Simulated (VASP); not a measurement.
# Ti (P6_3/mmc) in VASP: further runs, part 2 of 3

VASP 6.6.1. The steps go on from the part before.

## 3. Single point, r2SCAN

This run uses another cell than the first one, of 16.16 Å³/atom.

Contents of POSCAR:

```
Ti
1.0
    2.7296000000      0.0000000000      0.0000000000
   -1.3648000000      2.3639029422      0.0000000000
    0.0000000000      0.0000000000      5.0095000000
Ti
2
Direct
    0.3333333333      0.6666666667      0.2500000000
    0.6666666667      0.3333333333      0.7500000000
```

Contents of INCAR.step1:

```
PREC = Accurate ; ENCUT = 520
ISMEAR = 1 ; SIGMA = 0.05
LREAL = False ; LASPH = True
NELM = 80 ; NBANDS = 19
GGA = PE ; ALGO = Normal
EDIFF = 1E-4 ; LWAVE = True
LCHARG = False
```

Contents of INCAR.step2:

```
PREC = Accurate ; ENCUT = 520
EDIFF = 1E-6 ; ISMEAR = 1
SIGMA = 0.05 ; LREAL = False
LASPH = True ; NELM = 80
ALGO = Normal ; ISIF = 2
LWAVE = False ; LCHARG = True
METAGGA = R2SCAN ; LMIXTAU = True
LELF = True ; LVHAR = True
NBANDS = 19 ; ISTART = 1
```

Contents of KPOINTS:

```
Automatic mesh
0
Gamma
  18 18 10
```

Potentials or basis: VASP PAW PBE potentials, release 64 (Ti_sv).

Started as:

```sh
$ cat potpaw_PBE.64/Ti_sv/POTCAR > POTCAR
$ cp INCAR.step1 INCAR
$ mpirun -np 1 vasp_std > vasp.out
$ cp INCAR.step2 INCAR
$ mpirun -np 1 vasp_std > vasp.out
```

OUTCAR:

```text
PREC = Accurate
   ENCUT = 520
   EDIFF = 1E-6
   ISMEAR = 1
   LREAL = False
   LASPH = True
   NELM = 80
   ISIF = 2
   METAGGA = R2SCAN
   ISTART = 1

 ion  position               nearest neighbor table
   1  0.333  0.667  0.250-
   2  0.667  0.333  0.750-

  LATTYP: Found a hexagonal cell.
 ALAT       =     2.7296000000
 C/A-ratio  =     1.8352505862

  Lattice vectors:

 A1 = (   2.7296000000,   0.0000000000,   0.0000000000)
 A2 = (  -1.3648000000,   2.3639029422,   0.0000000000)
 A3 = (   0.0000000000,   0.0000000000,   5.0095000000)

Analysis of symmetry for initial positions (statically):
=====================================================================
 Subroutine PRICEL returns:
 Original cell was already a primitive cell.

 Routine SETGRP: Setting up the symmetry group for a
 hexagonal supercell.

 Subroutine GETGRP returns: Found 24 space group operations
 (whereof 12 operations were pure point group operations)
 out of a pool of 24 trial point group operations.

The static configuration has the point symmetry D_3d.
 The point group associated with its full space group is D_6h.

Analysis of symmetry for dynamics (positions and initial velocities):
=====================================================================
 Subroutine PRICEL returns:
 Original cell was already a primitive cell.

 Routine SETGRP: Setting up the symmetry group for a
 hexagonal supercell.

 Subroutine GETGRP returns: Found 24 space group operations
 (whereof 12 operations were pure point group operations)
 out of a pool of 24 trial point group operations.

The dynamic configuration has the point symmetry D_3d.
[... 105 lines left out ...]
   NFREE  =      0    steps in history (QN), initial steepest desc. (CG)
   ISIF   =      2    stress and relaxation
   ISYM   =      2    0-nonsym 1-usesym 2-fastsym
   POTIM  = 0.5000    time-step for ionic-motion
   TEBEG  =    0.0;   TEEND  =   0.0 temperature during run
   PSTRESS=    0.0 pullay stress
   NELECT =      24.0000    total number of electrons
   NUPDOWN=      -1.0000    fix difference up-down
   EMIN   =  10.00;   EMAX   =-10.00  energy-range for DOS
   EFERMI =   0.00;   METHOD = LEGACY
   ISMEAR =     1;   SIGMA  =   0.05  broadening in eV -4-tet -1-fermi 0-gaus
   EFERMI_NEDOS =   21; number of points for ismear=-14 and -15
   IALGO  =     38    algorithm
   IMIX   =      4    mixing-type and parameters
     AMIX     =   0.40;   BMIX     =  1.00
     AMIX_MAG =   1.60;   BMIX_MAG =  1.00
  volume/ion in A,a.u.               =      16.16       109.07
  Fermi-wavevector in a.u.,A,eV,Ry     =   1.482419  2.801365 29.899692  2.197565
  Thomas-Fermi vector in A             =   2.596207
   LORBIT       =      0    0 simple, 1 ext, 2 COOP (PROOUT), +10 PAW based schemes
   METAGGA = R2SCAN    functional components
   LHFCALC =     F    Hartree Fock is set to
   AEXX    =    0.0000 exact exchange contribution
   IVDW    =     0    specifies the selected vdW correction
   LEPSILON=     F    determine dielectric tensor
   LRPA    =     F    only Hartree local field effects (RPA)
 non-spin polarized calculation
 Methfessel and Paxton  Order N= 1 SIGMA  =   0.05
  energy-cutoff  :      520.00
  volume of cell :       32.32
 maximum number of plane-waves:       894
   NGX = 11   NGY = 11   NGZ = 19

 number of electron      23.9999998 magnetization

 Free energy of the ion-electron system (eV)
  ---------------------------------------------------
  ext. energy  EPLUGINS =         0.00000000
  ---------------------------------------------------
  free energy    TOTEN  =       -25.63224678 eV

  energy without entropy =      -25.63250638  energy(sigma->0) =      -25.63233331

 E-fermi :   9.1575     XC(G=0): -12.7562

 val. band max:        9.1563045400   @ k =   0.0000   0.0000   0.1000
 cond. band min:       9.1598804741   @ k =   0.1111   0.1111   0.2000
 fundamental gap:      0.0035759341
 Fermi energy:         9.1574545765

 k-point     1 :       0.0000    0.0000    0.0000
  band No.  band energies     occupation
      1     -49.8438      2.00000
      2     -49.7367      2.00000
      3     -25.3486      2.00000
      4     -24.6834      2.00000
      5     -24.5151      2.00000
      6     -24.5151      2.00000
[... 505 lines left out ...]
      6     -24.8120      2.00000
[... 11 lines left out ...]
     18      13.3334      0.00000
     19      14.5113      0.00000

 [... further k-points ...]
[... 5 lines left out ...]
  --------------------------------------------------------------------------------------
  -------------------------------------------------------------------------------------
  Total        3.0732653      3.0732653     -0.6575881      0.0000000      0.0000000      0.0000000
  in kB      152.3307579    152.3307579    -32.5942875      0.0000000      0.0000000      0.0000000
  external PRESSURE =      90.6890761 kB  Pullay stress =       0.0000000 kB

 VOLUME and BASIS-vectors are now :
 -----------------------------------------------------------------------------
  energy-cutoff  :      520.00
  volume of cell :       32.32
      direct lattice vectors                 reciprocal lattice vectors
     2.729600000  0.000000000  0.000000000     0.366354045  0.211514606  0.000000000
    -1.364800000  2.363902942  0.000000000     0.000000000  0.423029212  0.000000000
     0.000000000  0.000000000  5.009500000     0.000000000  0.000000000  0.199620721

 POSITION                                       TOTAL-FORCE (eV/Angst)
 -----------------------------------------------------------------------------------
     -0.00000      1.57594      1.25238        -0.000000     -0.000000      0.000000
      1.36480      0.78797      3.75713         0.000000      0.000000      0.000000
 -----------------------------------------------------------------------------------
    total drift:                               -0.000000      0.000000     -0.000000

  FREE ENERGIE OF THE ION-ELECTRON SYSTEM (eV)
  ---------------------------------------------------
  free  energy   TOTEN  =       -25.6322467814 eV

  energy  without entropy=      -25.6325063771  energy(sigma->0) =      -25.63233331
```

OSZICAR.step1:

```text
N       E                     dE             d eps       ncg     rms          rms(c)
DAV:   1     0.263640129243E+03    0.26364E+03   -0.13047E+04  8468   0.160E+03
DAV:   2     0.131668574633E+02   -0.25047E+03   -0.24635E+03  8666   0.442E+02
DAV:   3    -0.158015771632E+02   -0.28968E+02   -0.28586E+02 15454   0.124E+02
DAV:   4    -0.170331070554E+02   -0.12315E+01   -0.12290E+01  9897   0.264E+01
DAV:   5    -0.170866573775E+02   -0.53550E-01   -0.53546E-01 12201   0.408E+00    0.127E+01
DAV:   6    -0.154287300683E+02    0.16579E+01   -0.57761E+00  9929   0.249E+01    0.352E+00
DAV:   7    -0.154192279587E+02    0.95021E-02   -0.64906E-01 12708   0.634E+00    0.206E+00
DAV:   8    -0.154520728625E+02   -0.32845E-01   -0.19027E-01  9075   0.486E+00    0.659E-01
DAV:   9    -0.154460088506E+02    0.60640E-02   -0.36807E-02 10194   0.201E+00    0.113E-01
DAV:  10    -0.154464944357E+02   -0.48559E-03   -0.30372E-03 11260   0.365E-01    0.628E-02
DAV:  11    -0.154465016228E+02   -0.71871E-05   -0.12488E-04  6069   0.935E-02
   1 F= -.15446502E+02 E0= -.15446545E+02  d E =0.129653E-03
```

Run time: 4 min. Hardware: 1 thread of Intel Xeon 6975P-C (Granite Rapids), shared host; peak memory 0.22 GiB.

Results:

```yaml
Free_energy: -25.6322 eV
Pressure: 9.1 GPa
Band_gap_on_the_k_mesh: zero (bands 12 and 13 overlap by 0.42 eV)
```

Stress tensor (GPa, compression positive):
```
15.23  0.00  0.00
 0.00 15.23  0.00
 0.00  0.00 -3.26
```

Levels at points of the mesh, in eV from the Fermi level:
| k point | band 8 | band 9 | band 10 | band 11 | band 12 | band 13 | band 14 | band 15 | band 16 | band 17 |
| --- | --- | --- | --- | --- | --- | --- | --- | --- | --- | --- |
| (0.00, 0.00, 0.00) | -33.62 | -6.71 | -3.11 | -0.57 | 0.03 | 1.13 | 1.13 | 1.45 | 1.45 | 2.84 |
| (0.50, 0.00, 0.00) | -33.80 | -2.49 | -2.45 | -2.27 | -0.04 | 0.17 | 0.90 | 1.52 | 3.94 | 4.51 |
| (0.00, 0.00, 0.50) | -33.64 | -5.02 | -5.02 | -0.58 | -0.58 | 1.18 | 1.18 | 1.18 | 1.18 | 3.50 |
| (0.50, 0.00, 0.50) | -33.85 | -2.85 | -2.85 | -1.27 | -1.27 | 1.75 | 1.75 | 2.57 | 2.57 | 4.25 |

Caveat: the cell stands under pressure; the PAW data sets were made with another functional, which shifts forces and pressure a little.

## 4. Single point, r2SCAN

This run uses another cell than the first one, of 16.35 Å³/atom.

Contents of POSCAR:

```
Ti
1.0
    2.7981000000      0.0000000000      0.0000000000
   -1.3990500000      2.4232256823      0.0000000000
    0.0000000000      0.0000000000      4.8240000000
Ti
2
Direct
    0.3333333333      0.6666666667      0.2500000000
    0.6666666667      0.3333333333      0.7500000000
```

Contents of INCAR.step1:

```
ALGO = Normal
EDIFF = 1E-4
ENCUT = 520
GGA = PE
ISMEAR = 1
LASPH = True
LCHARG = False
LREAL = False
LWAVE = True
NBANDS = 19
NELM = 80
PREC = Accurate
SIGMA = 0.05
```

Contents of INCAR.step2:

```
ALGO = Normal
EDIFF = 1E-7
ENCUT = 520
ISIF = 2
ISMEAR = 1
ISTART = 1
LASPH = True
LCHARG = False
LMIXTAU = True
LREAL = False
LWAVE = False
METAGGA = R2SCAN
NBANDS = 19
NELM = 80
PREC = Accurate
SIGMA = 0.05
```

Contents of KPOINTS:

```
k-points
0
Gamma
  18 18 10
```

Potentials or basis: VASP PAW PBE potentials, release 64 (Ti_sv).

Started as:

```sh
$ cat potpaw_PBE.64/Ti_sv/POTCAR > POTCAR
$ cp INCAR.step1 INCAR
$ mpirun -np 1 vasp_std > vasp.out
$ cp INCAR.step2 INCAR
$ mpirun -np 1 vasp_std > vasp.out
```

OUTCAR:

```text
EDIFF = 1E-7
   ENCUT = 520
   ISIF = 2
   ISMEAR = 1
   ISTART = 1
   LASPH = True
   LREAL = False
   METAGGA = R2SCAN
   NELM = 80
   PREC = Accurate

 ion  position               nearest neighbor table
   1  0.333  0.667  0.250-   2 2.90   2 2.90   2 2.90   2 2.90   2 2.90   2 2.90
   2  0.667  0.333  0.750-   1 2.90   1 2.90   1 2.90   1 2.90   1 2.90   1 2.90

  LATTYP: Found a hexagonal cell.
 ALAT       =     2.7981000000
 C/A-ratio  =     1.7240270183

  Lattice vectors:

 A1 = (   2.7981000000,   0.0000000000,   0.0000000000)
 A2 = (  -1.3990500000,   2.4232256823,   0.0000000000)
 A3 = (   0.0000000000,   0.0000000000,   4.8240000000)

Analysis of symmetry for initial positions (statically):
=====================================================================
 Subroutine PRICEL returns:
 Original cell was already a primitive cell.

 Routine SETGRP: Setting up the symmetry group for a
 hexagonal supercell.

 Subroutine GETGRP returns: Found 24 space group operations
 (whereof 12 operations were pure point group operations)
 out of a pool of 24 trial point group operations.

The static configuration has the point symmetry D_3d.
 The point group associated with its full space group is D_6h.

Analysis of symmetry for dynamics (positions and initial velocities):
=====================================================================
 Subroutine PRICEL returns:
 Original cell was already a primitive cell.

 Routine SETGRP: Setting up the symmetry group for a
 hexagonal supercell.

 Subroutine GETGRP returns: Found 24 space group operations
 (whereof 12 operations were pure point group operations)
 out of a pool of 24 trial point group operations.

The dynamic configuration has the point symmetry D_3d.
 The point group associated with its full space group is D_6h.

[... 105 lines left out ...]
   ISYM   =      2    0-nonsym 1-usesym 2-fastsym
   POTIM  = 0.5000    time-step for ionic-motion
   TEBEG  =    0.0;   TEEND  =   0.0 temperature during run
   PSTRESS=    0.0 pullay stress
   NELECT =      24.0000    total number of electrons
   NUPDOWN=      -1.0000    fix difference up-down
   EMIN   =  10.00;   EMAX   =-10.00  energy-range for DOS
   EFERMI =   0.00;   METHOD = LEGACY
   ISMEAR =     1;   SIGMA  =   0.05  broadening in eV -4-tet -1-fermi 0-gaus
   EFERMI_NEDOS =   21; number of points for ismear=-14 and -15
   IALGO  =     38    algorithm
   IMIX   =      4    mixing-type and parameters
     AMIX     =   0.40;   BMIX     =  1.00
     AMIX_MAG =   1.60;   BMIX_MAG =  1.00
  volume/ion in A,a.u.               =      16.35       110.36
  Fermi-wavevector in a.u.,A,eV,Ry     =   1.476580  2.790332 29.664644  2.180290
  Thomas-Fermi vector in A             =   2.591090
   LORBIT       =      0    0 simple, 1 ext, 2 COOP (PROOUT), +10 PAW based schemes
   METAGGA = R2SCAN    functional components
   LHFCALC =     F    Hartree Fock is set to
   AEXX    =    0.0000 exact exchange contribution
   IVDW    =     0    specifies the selected vdW correction
   LEPSILON=     F    determine dielectric tensor
   LRPA    =     F    only Hartree local field effects (RPA)
 non-spin polarized calculation
 Methfessel and Paxton  Order N= 1 SIGMA  =   0.05
  energy-cutoff  :      520.00
  volume of cell :       32.71
 maximum number of plane-waves:       896
 NGX is ok and might be reduce to    24
   NGX = 11   NGY = 11   NGZ = 17

 number of electron      23.9999994 magnetization

 Free energy of the ion-electron system (eV)
  ---------------------------------------------------
  ext. energy  EPLUGINS =         0.00000000
  ---------------------------------------------------
  free energy    TOTEN  =       -25.78574725 eV

  energy without entropy =      -25.78577020  energy(sigma->0) =      -25.78575490

 E-fermi :   9.0330     XC(G=0): -12.7050

 val. band max:        9.0256511408   @ k =   0.2222   0.0000   0.3000
 cond. band min:       9.0373330787   @ k =   0.2778   0.2778   0.4000
 fundamental gap:      0.0116819379
 Fermi energy:         9.0330087899

 k-point     1 :       0.0000    0.0000    0.0000
  band No.  band energies     occupation
      1     -50.0372      2.00000
      2     -49.9046      2.00000
      3     -25.5931      2.00000
      4     -24.8457      2.00000
      5     -24.7959      2.00000
      6     -24.7959      2.00000
[... 505 lines left out ...]
      6     -25.0450      2.00000
[... 11 lines left out ...]
     18      13.0240      0.00000
     19      14.0705      0.00000

 [... further k-points ...]
[... 5 lines left out ...]
  --------------------------------------------------------------------------------------
  -------------------------------------------------------------------------------------
  Total        2.3590344      2.3590344     -0.0244432      0.0000000      0.0000000      0.0000000
  in kB      115.5527955    115.5527955     -1.1973045      0.0000000      0.0000000      0.0000000
  external PRESSURE =      76.6360955 kB  Pullay stress =       0.0000000 kB

 VOLUME and BASIS-vectors are now :
 -----------------------------------------------------------------------------
  energy-cutoff  :      520.00
  volume of cell :       32.71
      direct lattice vectors                 reciprocal lattice vectors
     2.798100000  0.000000000  0.000000000     0.357385369  0.206336539  0.000000000
    -1.399050000  2.423225682  0.000000000     0.000000000  0.412673078  0.000000000
     0.000000000  0.000000000  4.824000000     0.000000000  0.000000000  0.207296849

 POSITION                                       TOTAL-FORCE (eV/Angst)
 -----------------------------------------------------------------------------------
     -0.00000      1.61548      1.20600        -0.000000      0.000000      0.000000
      1.39905      0.80774      3.61800         0.000000     -0.000000      0.000000
 -----------------------------------------------------------------------------------
    total drift:                               -0.000000      0.000000     -0.000000

  FREE ENERGIE OF THE ION-ELECTRON SYSTEM (eV)
  ---------------------------------------------------
  free  energy   TOTEN  =       -25.7857472548 eV

  energy  without entropy=      -25.7857702002  energy(sigma->0) =      -25.78575490
```

OUTCAR.step1:

```text
EDIFF = 1E-4
   ENCUT = 520
   GGA = PE
   ISMEAR = 1
   LASPH = True
[... 752 lines left out ...]
 -----------------------------------------------------------------------------------
     -0.00000      1.61548      1.20600        -0.000000     -0.000000      0.000000
      1.39905      0.80774      3.61800         0.000000      0.000000      0.000000
 -----------------------------------------------------------------------------------
    total drift:                               -0.000000      0.000000     -0.000000

  FREE ENERGIE OF THE ION-ELECTRON SYSTEM (eV)
  ---------------------------------------------------
  free  energy   TOTEN  =       -15.5720825506 eV

  energy  without entropy=      -15.5726598127  energy(sigma->0) =      -15.57227497
```

Run time: 3.2 min. Hardware: 1 thread of Intel Xeon 6975P-C (Granite Rapids), shared host; peak memory 0.24 GiB.

What came out:

```yaml
Free_energy: -25.7857 eV
Pressure: 7.7 GPa
Band_gap_on_the_k_mesh: zero (bands 12 and 13 overlap by 0.83 eV)
```

Caveat: the cell stands under pressure; the PAW data sets were made with another functional, which shifts forces and pressure a little.

(Part 2 of 3 ends here.)
